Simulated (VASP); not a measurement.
# Hf (Fm-3m) in VASP: single point with LDA

Aim: the single point of Hf with LDA.

Everything below comes from runs of VASP 6.6.1. Logs are shortened: lines on timing, memory, paths and dates and some standing lists are left out, and cuts for length are marked.

### 1 The cell of the first run

It takes space group Fm-3m (No. 225, cubic). The conventional cell has a = 4.440 Å, b = 4.440 Å, c = 4.440 Å, α = 90.00°, β = 90.00°, γ = 90.00°. Hf (site symmetry m-3m) has 12 Hf at 3.14 Å within 4.1 Å.

### 2 Single point, LDA

INCAR

```
PREC = Accurate
ENCUT = 520
EDIFF = 1E-7
ISMEAR = 1
SIGMA = 0.1
LREAL = F
LASPH = T
NELM = 80
ALGO = Normal
ISIF = 2
LWAVE = F
LCHARG = F
GGA = CA
NBANDS = 11
```

KPOINTS

```
Automatic mesh
0
Gamma
  9 9 9
```

POSCAR

```
Hf
1.0
    0.0000000000      2.2200000000      2.2200000000
    2.2200000000      0.0000000000      2.2200000000
    2.2200000000      2.2200000000      0.0000000000
Hf
1
Direct
    0.0000000000      0.0000000000      0.0000000000
```

Potentials or basis: VASP PAW LDA potentials, release 64 (Hf_pv).

On the command line:

```sh
> cat potpaw_LDA.64/Hf_pv/POTCAR > POTCAR
> mpirun -np 1 vasp_std > vasp.out
```

OUTCAR:

```text
PREC = Accurate
   ENCUT = 520
   EDIFF = 1E-7
   ISMEAR = 1
   LREAL = F
   LASPH = T
   NELM = 80
   ISIF = 2
   GGA = CA

 ion  position               nearest neighbor table
   1  0.000  0.000  0.000-

  LATTYP: Found a face centered cubic cell.
 ALAT       =     4.4400000000

  Lattice vectors:

 A1 = (   0.0000000000,   2.2200000000,   2.2200000000)
 A2 = (   2.2200000000,   0.0000000000,   2.2200000000)
 A3 = (   2.2200000000,   2.2200000000,   0.0000000000)

Analysis of symmetry for initial positions (statically):
=====================================================================
 Subroutine PRICEL returns:
 Original cell was already a primitive cell.

 Routine SETGRP: Setting up the symmetry group for a
 face centered cubic supercell.

 Subroutine GETGRP returns: Found 48 space group operations
 (whereof 48 operations were pure point group operations)
 out of a pool of 48 trial point group operations.

The static configuration has the point symmetry O_h .

Analysis of symmetry for dynamics (positions and initial velocities):
=====================================================================
 Subroutine PRICEL returns:
 Original cell was already a primitive cell.

 Routine SETGRP: Setting up the symmetry group for a
 face centered cubic supercell.

 Subroutine GETGRP returns: Found 48 space group operations
 (whereof 48 operations were pure point group operations)
 out of a pool of 48 trial point group operations.

The dynamic configuration has the point symmetry O_h .

 Subroutine INISYM returns: Found 48 space group operations
 (whereof 48 operations are pure point group operations),
 and found     1 'primitive' translations

----------------------------------------------------------------------------------------

                                     Primitive cell

  volume of cell :      21.8821

  direct lattice vectors                    reciprocal lattice vectors
     0.000000000  2.220000000  2.220000000    -0.225225225  0.225225225  0.225225225
     2.220000000  0.000000000  2.220000000     0.225225225 -0.225225225  0.225225225
     2.220000000  2.220000000  0.000000000     0.225225225  0.225225225 -0.225225225

  length of vectors
     3.139554108  3.139554108  3.139554108     0.390101533  0.390101533  0.390101533

  position of ions in fractional coordinates (direct lattice)
     0.000000000  0.000000000  0.000000000

  ion indices of the primitive-cell ions
   primitive index   ion index
                 1           1

----------------------------------------------------------------------------------------

 KPOINTS: Automatic mesh

Automatic generation of k-mesh.
 Grid dimensions read from file:
 generate k-points for:    9    9    9

 Generating k-lattice:

  Cartesian coordinates                     Fractional coordinates (reciprocal lattice)
    -0.025025025  0.025025025  0.025025025     0.111111111  0.000000000  0.000000000
     0.025025025 -0.025025025  0.025025025     0.000000000  0.111111111  0.000000000
     0.025025025  0.025025025 -0.025025025     0.000000000  0.000000000  0.111111111

  Length of vectors
     0.043344615  0.043344615  0.043344615

  Shift w.r.t. Gamma in fractional coordinates (k-lattice)
     0.000000000  0.000000000  0.000000000

 Subroutine IBZKPT returns following result:
 ===========================================

 Found     35 irreducible k-points:

 Following reciprocal coordinates:
            Coordinates               Weight
  0.000000  0.000000  0.000000      1.000000
  0.111111  0.000000  0.000000      8.000000
  0.222222  0.000000  0.000000      8.000000
  0.333333  0.000000  0.000000      8.000000
  0.444444  0.000000  0.000000      8.000000
  0.111111  0.111111  0.000000      6.000000
[... 16 lines left out ...]
 -0.333333  0.333333  0.000000     12.000000
  0.444444  0.444444  0.000000      6.000000
 [... further k-points ...]
   k-points           NKPTS =     35   k-points in BZ     NKDIM =     35   number of bands    NBANDS=     11
   number of dos      NEDOS =    301   number of ions     NIONS =      1
   total plane-waves  NPLWV =  13824
   dimension x,y,z NGX =    24 NGY =   24 NGZ =   24
   dimension x,y,z NGXF=    48 NGYF=   48 NGZF=   48
   ions per type =               1
   NGX,Y,Z   is equivalent  to a cutoff of  12.71, 12.71, 12.71 a.u.
   NGXF,Y,Z  is equivalent  to a cutoff of  25.42, 25.42, 25.42 a.u.
 SYSTEM =  unknown system
   PREC   = accura    normal or accurate (medium, high low for compatibility)
   ISTART =      0    job   : 0-new  1-cont  2-samecut
   ICHARG =      2    charge: 1-file 2-atom 10-const
   ISPIN  =      1    spin polarized calculation?
   LNONCOLLINEAR =      F non collinear calculations
   LSORBIT =      F    spin-orbit coupling
   LASPH  =      T    aspherical Exc in radial PAW
   ENCUT  =  520.0 eV  38.22 Ry    6.18 a.u.   5.84  5.84  5.84*2*pi/ulx,y,z
   NELM   =     80;   NELMIN=  2; NELMDL= -5     # of ELM steps
   EDIFF  = 0.1E-06   stopping-criterion for ELM
   LREAL  =      F    real-space projection
   EDIFFG = 0.1E-05   stopping-criterion for IOM
   NSW    =      0    number of steps for IOM
   IBRION =     -1    ionic relax: 0-MD 1-quasi-New 2-CG
   NFREE  =      0    steps in history (QN), initial steepest desc. (CG)
   ISIF   =      2    stress and relaxation
   ISYM   =      2    0-nonsym 1-usesym 2-fastsym
   POTIM  = 0.5000    time-step for ionic-motion
   TEBEG  =    0.0;   TEEND  =   0.0 temperature during run
   PSTRESS=    0.0 pullay stress
   NELECT =      10.0000    total number of electrons
   NUPDOWN=      -1.0000    fix difference up-down
   EMIN   =  10.00;   EMAX   =-10.00  energy-range for DOS
   EFERMI =   0.00;   METHOD = LEGACY
   ISMEAR =     1;   SIGMA  =   0.10  broadening in eV -4-tet -1-fermi 0-gaus
   EFERMI_NEDOS =   21; number of points for ismear=-14 and -15
   IALGO  =     38    algorithm
   IMIX   =      4    mixing-type and parameters
     AMIX     =   0.40;   BMIX     =  1.00
     AMIX_MAG =   1.60;   BMIX_MAG =  1.00
  volume/ion in A,a.u.               =      21.88       147.67
  Fermi-wavevector in a.u.,A,eV,Ry     =   1.260991  2.382927 21.634588  1.590097
  Thomas-Fermi vector in A             =   2.394472
   LORBIT       =      0    0 simple, 1 ext, 2 COOP (PROOUT), +10 PAW based schemes
   GGA     = CA    functional components
   LHFCALC =     F    Hartree Fock is set to
   AEXX    =    0.0000 exact exchange contribution
   IVDW    =     0    specifies the selected vdW correction
   LEPSILON=     F    determine dielectric tensor
   LRPA    =     F    only Hartree local field effects (RPA)
 non-spin polarized calculation
 Methfessel and Paxton  Order N= 1 SIGMA  =   0.10
  energy-cutoff  :      520.00
  volume of cell :       21.88
 maximum number of plane-waves:       609
   NGX = 11   NGY = 11   NGZ = 11

 number of electron      10.0000000 magnetization

 Free energy of the ion-electron system (eV)
  ---------------------------------------------------
  ext. energy  EPLUGINS =         0.00000000
  ---------------------------------------------------
  free energy    TOTEN  =       -10.59965485 eV

  energy without entropy =      -10.59588828  energy(sigma->0) =      -10.59839933

 E-fermi :   4.8257     XC(G=0): -11.5744

 val. band max:        4.8130733740   @ k =   0.3333   0.0000   0.0000
 cond. band min:       4.8334890031   @ k =  -0.3333   0.2222   0.0000
 fundamental gap:      0.0204156291
 Fermi energy:         4.8257378598

 k-point     1 :       0.0000    0.0000    0.0000
  band No.  band energies     occupation
      1     -25.0186      2.00000
      2     -25.0186      2.00000
      3     -25.0186      2.00000
      4      -2.4491      2.00000
      5       6.1043     -0.00000
      6       6.1043     -0.00000
      7       6.1044     -0.00000
      8       8.9306      0.00000
      9       8.9306      0.00000
     10      16.2705      0.00000
     11      16.9469      0.00000

 k-point     2 :       0.1111    0.0000    0.0000
  band No.  band energies     occupation
      1     -25.1300      2.00000
      2     -25.0327      2.00000
      3     -25.0327      2.00000
      4      -2.0114      2.00000
      5       5.7015     -0.00000
      6       6.2999     -0.00000
      7       6.2999     -0.00000
      8       8.7341      0.00000
      9       8.7341      0.00000
     10      16.9460      0.00000
     11      17.1753      0.00000

 k-point     3 :       0.2222    0.0000    0.0000
  band No.  band energies     occupation
      1     -25.4032      2.00000
      2     -25.0681      2.00000
      3     -25.0681      2.00000
      4      -0.8663      2.00000
      5       4.9952     -0.03754
      6       6.5009     -0.00000
      7       6.5009     -0.00000
      8       8.7674      0.00000
      9       8.7674      0.00000
     10      16.7118      0.00000
     11      16.9612      0.00000

 k-point     4 :       0.3333    0.0000    0.0000
  band No.  band energies     occupation
      1     -25.6999      2.00000
      2     -25.1080      2.00000
      3     -25.1080      2.00000
      4       0.4027      2.00000
      5       4.8131      1.21246
      6       6.2092     -0.00000
      7       6.2092     -0.00000
      8       9.7723      0.00000
      9       9.7723      0.00000
     10      15.3126      0.00000
     11      16.9471      0.00000
[... 239 lines left out ...]
 k-point    22 :      -0.4444    0.3333    0.0000
  band No.  band energies     occupation
      1     -25.7480      2.00000
      2     -25.4716      2.00000
      3     -25.2782      2.00000
      4       2.2827      2.00000
      5       3.2532      2.00000
      6       5.7137     -0.00000
      7       8.7446      0.00000
      8      11.1479      0.00000
      9      12.1205      0.00000
     10      13.6653      0.00000
     11      16.9445      0.00000

 k-point    23 :      -0.3333    0.3333    0.0000
  band No.  band energies     occupation
      1     -25.6232      2.00000
      2     -25.6160      2.00000
      3     -25.2292      2.00000
      4       2.9775      2.00000
      5       3.5005      2.00000
      6       5.0671     -0.00337
      7       8.0192      0.00000
      8      10.0761      0.00000
      9      11.3210      0.00000
     10      16.3337      0.00000
     11      16.6967      0.00000

 k-point    24 :       0.4444    0.4444    0.0000
  band No.  band energies     occupation
      1     -25.8322      2.00000
      2     -25.3301      2.00000
      3     -25.3301      2.00000
      4       1.4376      2.00000
      5       2.6071      2.00000
      6       7.1652      0.00000
      7      11.0403      0.00000
      8      11.2364      0.00000
      9      11.2364      0.00000
     10      15.6146      0.00000
     11      15.6146      0.00000

 [... further k-points ...]

------------------------ aborting loop because EDIFF is reached ----------------------------------------

  FORCE on cell =-STRESS in cart. coord.  units (eV):
  Direction    XX          YY          ZZ          XY          YZ          ZX
  --------------------------------------------------------------------------------------
  -------------------------------------------------------------------------------------
  Total       -0.6947877     -0.6947877     -0.6947877      0.0000000      0.0000000      0.0000000
  in kB      -50.8714080    -50.8714080    -50.8714080      0.0000000      0.0000000      0.0000000
  external PRESSURE =     -50.8714080 kB  Pullay stress =       0.0000000 kB

 VOLUME and BASIS-vectors are now :
 -----------------------------------------------------------------------------
  energy-cutoff  :      520.00
  volume of cell :       21.88
      direct lattice vectors                 reciprocal lattice vectors
     0.000000000  2.220000000  2.220000000    -0.225225225  0.225225225  0.225225225
     2.220000000  0.000000000  2.220000000     0.225225225 -0.225225225  0.225225225
     2.220000000  2.220000000  0.000000000     0.225225225  0.225225225 -0.225225225

 POSITION                                       TOTAL-FORCE (eV/Angst)
 -----------------------------------------------------------------------------------
      0.00000      0.00000      0.00000        -0.000000     -0.000000     -0.000000
 -----------------------------------------------------------------------------------
    total drift:                               -0.000000      0.000000      0.000000

  FREE ENERGIE OF THE ION-ELECTRON SYSTEM (eV)
  ---------------------------------------------------
  free  energy   TOTEN  =       -10.5996548507 eV

  energy  without entropy=      -10.5958882778  energy(sigma->0) =      -10.59839933
```

Wall time 12 s (1 thread of AMD EPYC 7R13, shared host); peak memory 0.13 GiB.

What came out:

```
Free energy            : -10.5997 eV
Pressure               : -5.1 GPa
Band gap on the k mesh : zero (band 5 reaches 6.10 eV, above the bottom of band 6 at 4.22 eV)
```

Caveat: spin-orbit coupling is left out, which moves the levels of the heavy elements.
